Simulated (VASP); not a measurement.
# NaCl (Fm-3m) in VASP: a series of runs, part 2 of 2

VASP 6.6.1. Earlier steps stand in the parts before.

## (4) Relaxation of cell and atoms, PBEsol

This run uses another cell than the first one, of 22.19 Å³/atom, 0.980 times its volume.

Contents of INCAR:

```
SYSTEM = NaCl
  ALGO = Normal
  EDIFF = 1E-6
  EDIFFG = -0.005
  ENCUT = 600
  GGA = PS
  IBRION = 2
  ISIF = 3
  ISMEAR = 0
  LASPH = .TRUE.
  LCHARG = .FALSE.
  LREAL = .FALSE.
  LWAVE = .FALSE.
  NELM = 60
  NSW = 100
  PREC = Accurate
  SIGMA = 0.02
```

Contents of KPOINTS:

```
k-points
0
G
  8 8 8
  0 0 0
```

Contents of POSCAR:

```
NaCl
1.0
    0.0000000000      2.8100000000      2.8100000000
    2.8100000000      0.0000000000      2.8100000000
    2.8100000000      2.8100000000      0.0000000000
Na Cl
1 1
Direct
    0.0000000000      0.0000000000      0.0000000000
    0.5000000000      0.5000000000      0.5000000000
```

Potentials or basis: VASP PAW PBE potentials, release 64 (Na_pv, Cl).

On the command line:

```
$ cat potpaw_PBE.64/Na_pv/POTCAR potpaw_PBE.64/Cl/POTCAR > POTCAR
$ mpirun -np 1 vasp_std > vasp.out
```

OUTCAR:

```text
SYSTEM = NaCl
   EDIFF = 1E-6
   EDIFFG = -0.005
   ENCUT = 600
   GGA = PS
   IBRION = 2
   ISIF = 3
   ISMEAR = 0
   LASPH = .TRUE.
   LREAL = .FALSE.
   NELM = 60
   NSW = 100
   PREC = Accurate

 ion  position               nearest neighbor table
   1  0.000  0.000  0.000-
   2  0.500  0.500  0.500-

  LATTYP: Found a face centered cubic cell.
 ALAT       =     5.6200000000

  Lattice vectors:

 A1 = (   0.0000000000,   2.8100000000,   2.8100000000)
 A2 = (   2.8100000000,   0.0000000000,   2.8100000000)
 A3 = (   2.8100000000,   2.8100000000,   0.0000000000)

Analysis of symmetry for initial positions (statically):
=====================================================================
 Subroutine PRICEL returns:
 Original cell was already a primitive cell.

 Routine SETGRP: Setting up the symmetry group for a
 face centered cubic supercell.

 Subroutine GETGRP returns: Found 48 space group operations
 (whereof 48 operations were pure point group operations)
 out of a pool of 48 trial point group operations.

The static configuration has the point symmetry O_h .

Analysis of symmetry for dynamics (positions and initial velocities):
=====================================================================
 Subroutine PRICEL returns:
 Original cell was already a primitive cell.

 Routine SETGRP: Setting up the symmetry group for a
 face centered cubic supercell.

 Subroutine GETGRP returns: Found 48 space group operations
 (whereof 48 operations were pure point group operations)
 out of a pool of 48 trial point group operations.

The dynamic configuration has the point symmetry O_h .

 Subroutine INISYM returns: Found 48 space group operations
 (whereof 48 operations are pure point group operations),
 and found     1 'primitive' translations

----------------------------------------------------------------------------------------

[... 124 lines left out ...]
 non-spin polarized calculation
 Gauss-broadening in eV      SIGMA  =   0.02
  energy-cutoff  :      600.00
  volume of cell :       44.38
 maximum number of plane-waves:      1494
   NGX = 15   NGY = 15   NGZ = 15

--------------------------------------- Ionic step        1  -------------------------------------------

 number of electron      14.0000007 magnetization

 Free energy of the ion-electron system (eV)
  ---------------------------------------------------
  ext. energy  EPLUGINS =         0.00000000
  ---------------------------------------------------
  free energy    TOTEN  =        -6.99847186 eV

  energy without entropy =       -6.99847186  energy(sigma->0) =       -6.99847186

------------------------ aborting loop because EDIFF is reached ----------------------------------------

  FORCE on cell =-STRESS in cart. coord.  units (eV):
  Direction    XX          YY          ZZ          XY          YZ          ZX
  --------------------------------------------------------------------------------------
  -------------------------------------------------------------------------------------
  Total       -0.0539635     -0.0539635     -0.0539635      0.0000000     -0.0000000      0.0000000
  in kB       -1.9483274     -1.9483274     -1.9483274      0.0000000     -0.0000000      0.0000000
  external PRESSURE =      -1.9483274 kB  Pullay stress =       0.0000000 kB
[... 95 lines left out ...]
--------------------------------------- Ionic step        4  -------------------------------------------

 number of electron      14.0000009 magnetization

 Free energy of the ion-electron system (eV)
  ---------------------------------------------------
  ext. energy  EPLUGINS =         0.00000000
  ---------------------------------------------------
  free energy    TOTEN  =        -6.99869586 eV

  energy without entropy =       -6.99869586  energy(sigma->0) =       -6.99869586

 E-fermi :  -0.5937     XC(G=0):  -8.4141

 val. band max:       -0.6786010381   @ k =   0.0000   0.0000   0.0000
 cond. band min:       4.3212811806   @ k =   0.0000   0.0000   0.0000
 fundamental gap:      4.9998822187
 Fermi energy:        -0.5936937921

 k-point     1 :       0.0000    0.0000    0.0000
  band No.  band energies     occupation
      1     -21.2958      2.00000
      2     -21.2958      2.00000
      3     -21.2958      2.00000
      4     -13.3651      2.00000
      5      -0.6786      2.00000
      6      -0.6786      2.00000
      7      -0.6786      2.00000
      8       4.3213      0.00000
      9      10.3367      0.00000
     10      10.3367      0.00000
     11      10.3367      0.00000
[... 309 lines left out ...]
 k-point    24 :      -0.3750    0.2500    0.1250
  band No.  band energies     occupation
      1     -21.3225      2.00000
      2     -21.3049      2.00000
      3     -21.3006      2.00000
      4     -12.9657      2.00000
      5      -2.4206      2.00000
      6      -1.4876      2.00000
      7      -1.1139      2.00000
      8       7.5141      0.00000
      9       8.8553      0.00000
     10       9.4916      0.00000
     11      11.0120      0.00000

 [... further k-points ...]
[... 5 lines left out ...]
  --------------------------------------------------------------------------------------
  -------------------------------------------------------------------------------------
  Total        0.0016890      0.0016890      0.0016890      0.0000000      0.0000000      0.0000000
  in kB        0.0614497      0.0614497      0.0614497      0.0000000      0.0000000      0.0000000
  external PRESSURE =       0.0614497 kB  Pullay stress =       0.0000000 kB
[... 17 lines left out ...]
  FREE ENERGIE OF THE ION-ELECTRON SYSTEM (eV)
  ---------------------------------------------------
  free  energy   TOTEN  =        -6.9986958639 eV

  energy  without entropy=       -6.9986958639  energy(sigma->0) =       -6.99869586

 reached required accuracy - stopping structural energy minimisation
```

OSZICAR:

```text
N       E                     dE             d eps       ncg     rms          rms(c)
DAV:   1     0.105024222708E+03    0.10502E+03   -0.79418E+03   638   0.141E+03
DAV:   2     0.324115878342E+01   -0.10178E+03   -0.94300E+02   697   0.301E+02
DAV:   3    -0.691753516636E+01   -0.10159E+02   -0.10066E+02   773   0.943E+01
[... 24 lines left out ...]
DAV:   1    -0.699924053994E+01   -0.57210E-03   -0.12385E-02   719   0.174E+00    0.152E-01
DAV:   2    -0.699877849606E+01    0.46204E-03   -0.76405E-04   719   0.304E-01    0.614E-02
DAV:   3    -0.699870074234E+01    0.77754E-04   -0.18437E-04   722   0.158E-01    0.292E-02
DAV:   4    -0.699869597647E+01    0.47659E-05   -0.56768E-06   759   0.318E-02    0.240E-03
DAV:   5    -0.699869586390E+01    0.11257E-06   -0.63548E-07   319   0.864E-03
   4 F= -.69986959E+01 E0= -.69986959E+01  d E =-.224005E-03
```

Wall time 42 s (1 thread of AMD EPYC 7R43 (Zen 3), shared host); peak memory 0.14 GiB.

What came out:

```yaml
Free_energy: -6.9987 eV
Relaxed_volume: 22.02 Å³/atom
Relaxed_cell: a = 3.964 Å, b = 3.964 Å, c = 3.964 Å, α = 60.00°, β = 60.00°, γ = 60.00°
Space_group_after_relaxing_to_0.05_Å: Fm-3m (No. 225)
Energy_gained_by_relaxing: 0.1 meV/atom
Ionic_steps: 4
Pressure_after_relaxing: 0.0 GPa
Band_gap_on_the_k_mesh: 5.00 eV, direct
```

Step by step:
```csv
step,energy change (eV),largest force (eV/Å),pressure (GPa),volume (Å³)
1,0.0000,0.0000,-0.19,44.38
2,-0.0002,0.0000,-0.08,44.20
3,-0.0002,0.0000,-0.05,44.15
4,-0.0002,0.0000,0.01,44.04
```

Final structure:
```xyz
2
Lattice="0.0000 2.8028 2.8028 2.8028 0.0000 2.8028 2.8028 2.8028 0.0000" Properties=species:S:1:pos:R:3 pbc="T T T"
Na    0.0000    2.8028    2.8028
Cl    2.8028    2.8028    2.8028
```

Caveat: the PAW data sets were made with another functional, which shifts forces and pressure a little. As with any semilocal functional, this PBEsol gap is likely too small.

## (5) Single point, PBEsol

This run uses another cell than the first one, of 21.97 Å³/atom, 0.971 times its volume.

Contents of INCAR:

```
SYSTEM = NaCl
ALGO = Normal
EDIFF = 1E-6
ENCUT = 520
GGA = PS
ISIF = 2
ISMEAR = 0
LASPH = .TRUE.
LCHARG = .FALSE.
LREAL = .FALSE.
LWAVE = .FALSE.
NBANDS = 14
NELM = 60
PREC = Accurate
SIGMA = 0.01
```

KPOINTS is that of step 4.

Contents of POSCAR:

```
NaCl
1.0
    0.0000000000      2.8009524433      2.8009524433
    2.8009524433      0.0000000000      2.8009524433
    2.8009524433      2.8009524433      0.0000000000
Na Cl
1 1
Direct
    0.0000000000      0.0000000000      0.0000000000
    0.5000000000      0.5000000000      0.5000000000
```

On the command line:

```
$ cat potpaw_PBE.64/Na_pv/POTCAR potpaw_PBE.64/Cl/POTCAR > POTCAR
$ mpirun -np 1 vasp_std > vasp.out
```

It took 13 s on 1 thread of Intel Xeon Platinum 8488C (Sapphire Rapids), shared host; peak memory 0.16 GiB.

Results (log left out):

- Free energy: -6.9983 eV
- Pressure: 0.0 GPa
- Band gap on the k mesh: 5.01 eV, direct

Levels at points of the mesh, in eV from the valence-band top:
| k point | band 4 | band 5 | band 6 | band 7 | band 8 | band 9 | band 10 | band 11 |
| --- | --- | --- | --- | --- | --- | --- | --- | --- |
| (0.00, 0.00, 0.00) | -12.69 | 0.00 | 0.00 | 0.00 | 5.01 | 11.02 | 11.02 | 11.02 |
| (0.50, 0.00, 0.00) | -12.32 | -2.03 | -0.28 | -0.28 | 7.11 | 10.66 | 10.91 | 10.91 |
| (0.50, 0.50, 0.00) | -12.27 | -1.76 | -0.63 | -0.63 | 7.49 | 7.87 | 11.27 | 14.80 |

Caveat: the PAW data sets were made with another functional, which shifts forces and pressure a little.

## (6) Overview

```csv
task,cell,cutoff (eV),smearing,gap on the mesh (eV),pressure (GPa)
single point,"a = 4.000 Å, angles 60.0°, 2 atoms",520,gaussian 0.02 eV,4.90,-0.7
single point,"a = 4.039 Å, angles 60.0°, 2 atoms",520,gaussian 0.02 eV,4.80,-1.3
relaxation of cell and atoms,"relaxed from a = 3.974 Å, angles 60.0°, 2 atoms",600,gaussian 0.02 eV,5.00,0.0
single point,"a = 3.961 Å, angles 60.0°, 2 atoms",520,gaussian 0.01 eV,5.01,0.0
```

Alike in all rows: level PBEsol; potentials or basis VASP PAW PBE potentials, release 64 (Na_pv, Cl); no spin polarisation; k mesh 8 × 8 × 8.

Caveats: the PAW data sets were made with another functional, which shifts forces and pressure a little.

Absolute energies hang on the potentials; compare differences alone.
